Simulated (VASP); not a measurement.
# InSb in VASP: single point with PBE

Aim: the single point of InSb with PBE.

All numbers are computed with VASP 6.6.1; they aren't measurements. Logs are shortened: lines on timing, memory, paths and dates and some standing lists are left out, and cuts for length are marked.

**1. The cell of the first run**

The cell holds a slab with vacuum, 16 atoms: a = 9.383 Å, b = 9.383 Å, c = 26.677 Å, α = 90.00°, β = 90.00°, γ = 120.00°.

**2. Single point, PBE**

INCAR reads:

```
  PREC = Accurate
  ENCUT = 400
  EDIFF = 1E-6
  ISMEAR = 0
  SIGMA = 0.1
  LREAL = False
  LASPH = True
  NELM = 120
  ALGO = Normal
  ISIF = 2
  LWAVE = False
  LCHARG = False
  LDIPOL = True
  IDIPOL = 3
  DIPOL = 0.5 0.5 0.391
  GGA = PE
  NBANDS = 86
  GGA_COMPAT = False
  NELMDL = -8
```

KPOINTS reads:

```
regular mesh
0
Gamma
  3 3 1
```

POSCAR reads:

```
InSb
1.0
    9.3830948359      0.0000000000      0.0000000000
   -4.6915474179      8.1259984940      0.0000000000
    0.0000000000      0.0000000000     26.6773905325
Sb In
8 8
Direct
    0.5000000000      0.0000000000      0.2998794050
    0.5000000000      0.5000000000      0.2998794050
    0.0000000000      0.0000000000      0.2998794050
    0.0000000000      0.5000000000      0.2998794050
    0.6622359108      0.8250242407      0.4493506765
    0.6492386021      0.3245704045      0.4516039017
    0.1664499091      0.8302064350      0.4484921328
    0.1585838246      0.3248003346      0.4495033813
    0.1666666667      0.8333333333      0.3357771479
    0.1666666667      0.3333333333      0.3357771479
    0.6666666667      0.8333333333      0.3357771479
    0.6666666667      0.3333333333      0.3357771479
    0.3275623201      0.6584051790      0.4777782022
    0.3165292152      0.1557592230      0.4865185138
    0.8333745445      0.6606884590      0.4776654811
    0.8225507304      0.1607124435      0.4764142454
```

Potentials or basis: VASP PAW PBE potentials, release 64 (Sb, In_d).

Started as:

```bash
$ cat potpaw_PBE.64/Sb/POTCAR potpaw_PBE.64/In_d/POTCAR > POTCAR
$ mpirun -np 1 vasp_std > vasp.out
```

OUTCAR:

```text
PREC = Accurate
   ENCUT = 400
   EDIFF = 1E-6
   ISMEAR = 0
   LREAL = False
   LASPH = True
   NELM = 120
   ISIF = 2
   GGA = PE
   NELMDL = -8

 ion  position               nearest neighbor table
   1  0.500  0.000  0.300-  12 2.87   9 2.87  11 2.87
   2  0.500  0.500  0.300-  11 2.87  10 2.87  12 2.87
   3  0.000  0.000  0.300-  10 2.87  11 2.87   9 2.87
   4  0.000  0.500  0.300-   9 2.87  12 2.87  10 2.87
   5  0.662  0.825  0.449-  16 2.82  13 2.82  15 2.83  11 3.03
   6  0.649  0.325  0.452-  16 2.82  15 2.82  14 2.86  12 3.09
   7  0.166  0.830  0.448-  13 2.82  15 2.82  14 2.84   9 3.01
   8  0.159  0.325  0.450-  13 2.81  16 2.82  14 2.84  10 3.03
   9  0.167  0.833  0.336-   4 2.87   1 2.87   3 2.87   7 3.01
  10  0.167  0.333  0.336-   3 2.87   2 2.87   4 2.87   8 3.03
  11  0.667  0.833  0.336-   2 2.87   3 2.87   1 2.87   5 3.03
  12  0.667  0.333  0.336-   1 2.87   4 2.87   2 2.87   6 3.09
  13  0.328  0.658  0.478-   8 2.81   7 2.82   5 2.82
  14  0.317  0.156  0.487-   8 2.84   7 2.84   6 2.86
  15  0.833  0.661  0.478-   7 2.82   6 2.82   5 2.83
  16  0.823  0.161  0.476-   6 2.82   5 2.82   8 2.82

  LATTYP: Found a hexagonal cell.
 ALAT       =     9.3830948359
 C/A-ratio  =     2.8431334223

  Lattice vectors:

 A1 = (   9.3830948359,   0.0000000000,   0.0000000000)
 A2 = (  -4.6915474179,   8.1259984940,   0.0000000000)
 A3 = (   0.0000000000,   0.0000000000,  26.6773905325)

Analysis of symmetry for initial positions (statically):
=====================================================================
 Subroutine PRICEL returns:
 Original cell was already a primitive cell.

 Routine SETGRP: Setting up the symmetry group for a
 hexagonal supercell.

 Subroutine GETGRP returns: Found  1 space group operations
 (whereof  1 operations were pure point group operations)
 out of a pool of 24 trial point group operations.

The static configuration has the point symmetry C_1 .

Analysis of symmetry for dynamics (positions and initial velocities):
=====================================================================
 Subroutine PRICEL returns:
 Original cell was already a primitive cell.

 Routine SETGRP: Setting up the symmetry group for a
 hexagonal supercell.

 Subroutine GETGRP returns: Found  1 space group operations
 (whereof  1 operations were pure point group operations)
 out of a pool of 24 trial point group operations.

The dynamic configuration has the point symmetry C_1 .

 Subroutine INISYM returns: Found  1 space group operations
 (whereof  1 operations are pure point group operations),
 and found     1 'primitive' translations

----------------------------------------------------------------------------------------

                                     Primitive cell

  volume of cell :    2034.0714

  direct lattice vectors                    reciprocal lattice vectors
     9.383094836  0.000000000  0.000000000     0.106574645  0.061530900  0.000000000
    -4.691547418  8.125998494  0.000000000     0.000000000  0.123061800  0.000000000
     0.000000000  0.000000000 26.677390532     0.000000000  0.000000000  0.037484926

  length of vectors
     9.383094836  9.383094836 26.677390532     0.123061800  0.123061800  0.037484926

  position of ions in fractional coordinates (direct lattice)
     0.500000000  0.000000000  0.299879405
     0.500000000  0.500000000  0.299879405
     0.000000000  0.000000000  0.299879405
     1.000000000  0.500000000  0.299879405
     0.662235911  0.825024241  0.449350677
     0.649238602  0.324570405  0.451603902
[... 8 lines left out ...]
     0.833374545  0.660688459  0.477665481
     0.822550730  0.160712444  0.476414245

  ion indices of the primitive-cell ions
   primitive index   ion index
                 1           1
                 2           2
                 3           3
                 4           4
                 5           5
                 6           6
[... 8 lines left out ...]
                15          15
                16          16

----------------------------------------------------------------------------------------

 KPOINTS: regular mesh

Automatic generation of k-mesh.
 Grid dimensions read from file:
 generate k-points for:    3    3    1

 Generating k-lattice:

  Cartesian coordinates                     Fractional coordinates (reciprocal lattice)
     0.035524882  0.020510300  0.000000000     0.333333333  0.000000000  0.000000000
     0.000000000  0.041020600  0.000000000     0.000000000  0.333333333  0.000000000
     0.000000000  0.000000000  0.037484926     0.000000000  0.000000000  1.000000000

  Length of vectors
     0.041020600  0.041020600  0.037484926

  Shift w.r.t. Gamma in fractional coordinates (k-lattice)
     0.000000000  0.000000000  0.000000000

 Subroutine IBZKPT returns following result:
 ===========================================

 Found      5 irreducible k-points:

 Following reciprocal coordinates:
            Coordinates               Weight
  0.000000  0.000000  0.000000      1.000000
  0.333333  0.000000  0.000000      2.000000
  0.000000  0.333333  0.000000      2.000000
 -0.333333  0.333333  0.000000      2.000000
  0.333333  0.333333  0.000000      2.000000
   k-points           NKPTS =      5   k-points in BZ     NKDIM =      5   number of bands    NBANDS=     86
   number of dos      NEDOS =    301   number of ions     NIONS =     16
   total plane-waves  NPLWV = 737280
   dimension x,y,z NGX =    64 NGY =   64 NGZ =  180
   dimension x,y,z NGXF=   128 NGYF=  128 NGZF=  360
   ions per type =               8   8
   NGX,Y,Z   is equivalent  to a cutoff of  11.34, 11.34, 11.22 a.u.
   NGXF,Y,Z  is equivalent  to a cutoff of  22.68, 22.68, 22.43 a.u.
 SYSTEM =  unknown system
   PREC   = accura    normal or accurate (medium, high low for compatibility)
   ISTART =      0    job   : 0-new  1-cont  2-samecut
   ICHARG =      2    charge: 1-file 2-atom 10-const
   ISPIN  =      1    spin polarized calculation?
   LNONCOLLINEAR =      F non collinear calculations
   LSORBIT =      F    spin-orbit coupling
   LASPH  =      T    aspherical Exc in radial PAW
   ENCUT  =  400.0 eV  29.40 Ry    5.42 a.u.  15.30 15.30 43.50*2*pi/ulx,y,z
   NELM   =    120;   NELMIN=  2; NELMDL= -8     # of ELM steps
   EDIFF  = 0.1E-05   stopping-criterion for ELM
   LREAL  =      F    real-space projection
   EDIFFG = 0.1E-04   stopping-criterion for IOM
   NSW    =      0    number of steps for IOM
   IBRION =     -1    ionic relax: 0-MD 1-quasi-New 2-CG
   NFREE  =      0    steps in history (QN), initial steepest desc. (CG)
   ISIF   =      2    stress and relaxation
   ISYM   =      2    0-nonsym 1-usesym 2-fastsym
   POTIM  = 0.5000    time-step for ionic-motion
   TEBEG  =    0.0;   TEEND  =   0.0 temperature during run
   PSTRESS=    0.0 pullay stress
   NELECT =     144.0000    total number of electrons
   NUPDOWN=      -1.0000    fix difference up-down
   EMIN   =  10.00;   EMAX   =-10.00  energy-range for DOS
   EFERMI =   0.00;   METHOD = LEGACY
   ISMEAR =     0;   SIGMA  =   0.10  broadening in eV -4-tet -1-fermi 0-gaus
   EFERMI_NEDOS =   21; number of points for ismear=-14 and -15
   IALGO  =     38    algorithm
   IMIX   =      4    mixing-type and parameters
     AMIX     =   0.40;   BMIX     =  1.00
     AMIX_MAG =   1.60;   BMIX_MAG =  1.00
  volume/ion in A,a.u.               =     127.13       857.91
  Fermi-wavevector in a.u.,A,eV,Ry     =   0.677236  1.279791  6.240300  0.458649
  Thomas-Fermi vector in A             =   1.754785
   LORBIT       =      0    0 simple, 1 ext, 2 COOP (PROOUT), +10 PAW based schemes
   GGA     = PE    functional components
   LHFCALC =     F    Hartree Fock is set to
   AEXX    =    0.0000 exact exchange contribution
   IVDW    =     0    specifies the selected vdW correction
   LEPSILON=     F    determine dielectric tensor
   LRPA    =     F    only Hartree local field effects (RPA)
 non-spin polarized calculation
 Gauss-broadening in eV      SIGMA  =   0.10
  energy-cutoff  :      400.00
  volume of cell :     2034.07
 maximum number of plane-waves:     37023
 NGX is ok and might be reduce to    64
   NGX = 31   NGY = 31   NGZ = 87

 number of electron     143.9999992 magnetization

 dipolmoment           0.000000      0.000000     -0.673134 electrons x Angstroem

 Free energy of the ion-electron system (eV)
  ---------------------------------------------------
  ext. energy  EPLUGINS =         0.00000000
  ---------------------------------------------------
  free energy    TOTEN  =       -50.76091604 eV

  energy without entropy =      -50.74401696  energy(sigma->0) =      -50.75246650

 E-fermi :  -1.6878     XC(G=0):  -2.9014

 val. band max:       -1.6878986442   @ k =   0.0000   0.0000   0.0000
 cond. band min:      -1.5315345579   @ k =   0.3333   0.3333   0.0000
 fundamental gap:      0.1563640863
 Fermi energy:        -1.6877567962

 k-point     1 :       0.0000    0.0000    0.0000
  band No.  band energies     occupation
      1     -16.8445      2.00000
      2     -16.8306      2.00000
      3     -16.8270      2.00000
      4     -16.8219      2.00000
      5     -16.8047      2.00000
      6     -16.8005      2.00000
[... 76 lines left out ...]
     83      -0.0175      0.00000
     84       0.0123      0.00000

 k-point     2 :       0.3333    0.0000    0.0000
  band No.  band energies     occupation
      1     -16.8405      2.00000
      2     -16.8323      2.00000
      3     -16.8273      2.00000
      4     -16.8170      2.00000
      5     -16.8055      2.00000
      6     -16.7984      2.00000
[... 76 lines left out ...]
     83       0.6900      0.00000
     84       0.7488      0.00000

 k-point     3 :       0.0000    0.3333    0.0000
  band No.  band energies     occupation
      1     -16.8411      2.00000
      2     -16.8326      2.00000
      3     -16.8247      2.00000
      4     -16.8193      2.00000
      5     -16.8039      2.00000
      6     -16.7997      2.00000
[... 76 lines left out ...]
     83       0.6709      0.00000
     84       0.7855      0.00000

 k-point     4 :      -0.3333    0.3333    0.0000
  band No.  band energies     occupation
      1     -16.8417      2.00000
      2     -16.8304      2.00000
      3     -16.8260      2.00000
      4     -16.8195      2.00000
      5     -16.8042      2.00000
      6     -16.7992      2.00000
[... 76 lines left out ...]
     83       0.6714      0.00000
     84       0.7795      0.00000

 k-point     5 :       0.3333    0.3333    0.0000
  band No.  band energies     occupation
      1     -16.8377      2.00000
      2     -16.8349      2.00000
      3     -16.8239      2.00000
      4     -16.8178      2.00000
      5     -16.8047      2.00000
      6     -16.7961      2.00000
[... 76 lines left out ...]
     83       1.0549      0.00000
     84       1.2353      0.00000
 [bands above 84 left out]

------------------------ aborting loop because EDIFF is reached ----------------------------------------

 vacuum level on the upper side and lower side of the slab       (xc-potential included)        -0.889         0.689

  FORCE on cell =-STRESS in cart. coord.  units (eV):
  Direction    XX          YY          ZZ          XY          YZ          ZX
  --------------------------------------------------------------------------------------
  -------------------------------------------------------------------------------------
  Total       -0.4332811     -0.2054227     -0.9875681     -0.1323597      0.1524169      0.1483049
  in kB       -0.3412826     -0.1618054     -0.7778779     -0.1042558      0.1200542      0.1168153
  external PRESSURE =      -0.4269886 kB  Pullay stress =       0.0000000 kB

 VOLUME and BASIS-vectors are now :
 -----------------------------------------------------------------------------
  energy-cutoff  :      400.00
  volume of cell :     2034.07
      direct lattice vectors                 reciprocal lattice vectors
     9.383094836  0.000000000  0.000000000     0.106574645  0.061530900  0.000000000
    -4.691547418  8.125998494  0.000000000     0.000000000  0.123061800  0.000000000
     0.000000000  0.000000000 26.677390532     0.000000000  0.000000000  0.037484926

 POSITION                                       TOTAL-FORCE (eV/Angst)
 -----------------------------------------------------------------------------------
      4.69155      0.00000      8.00000         0.001373     -0.012759      0.187381
      2.34577      4.06300      8.00000        -0.008509     -0.005220      0.178158
      0.00000      0.00000      8.00000        -0.011988     -0.014401      0.185102
     -2.34577      4.06300      8.00000        -0.006633     -0.010970      0.227832
      2.34318      6.70415     11.98750         0.008547      0.018715      0.146690
      4.56913      2.63746     12.04761        -0.019270     -0.022634      0.060455
[... 8 lines left out ...]
      4.71998      5.36875     12.74287        -0.035136     -0.061518     -0.104371
      6.96408      1.30595     12.70949        -0.029295      0.027180     -0.102334
 -----------------------------------------------------------------------------------
    total drift:                               -0.000021      0.000246     -0.005377

  FREE ENERGIE OF THE ION-ELECTRON SYSTEM (eV)
  ---------------------------------------------------
  free  energy   TOTEN  =       -50.7609160437 eV

  energy  without entropy=      -50.7440169565  energy(sigma->0) =      -50.75246650

 vacuum level on the upper side and lower side of the slab         1.593         3.202
```

It took 30 min on 1 thread of Intel Xeon Platinum 8488C (Sapphire Rapids), shared host; peak memory 1.5 GiB.

Results:

```yaml
Free_energy: -50.7609 eV
Largest_force: 0.292 eV/Å
Band_gap_on_the_k_mesh: zero (filled and empty bands touch)
```

Forces in eV/Å, atoms in the order of the input:
```
Sb   0.001 -0.013  0.187
Sb  -0.009 -0.005  0.178
Sb  -0.012 -0.014  0.185
Sb  -0.007 -0.011  0.228
Sb   0.009  0.019  0.147
Sb  -0.019 -0.023  0.060
Sb  -0.036  0.029  0.174
Sb   0.000 -0.036  0.121
In   0.001  0.049 -0.287
In   0.052 -0.010 -0.227
In  -0.002 -0.005 -0.222
In  -0.041 -0.015 -0.123
In   0.027  0.000 -0.072
In   0.101  0.069 -0.143
In  -0.035 -0.062 -0.104
In  -0.029  0.027 -0.102
```

Caveat: spin-orbit coupling is left out, which moves the levels of the heavy elements.

The gap in the log of VASP goes by the Fermi energy; the results here count the filled bands.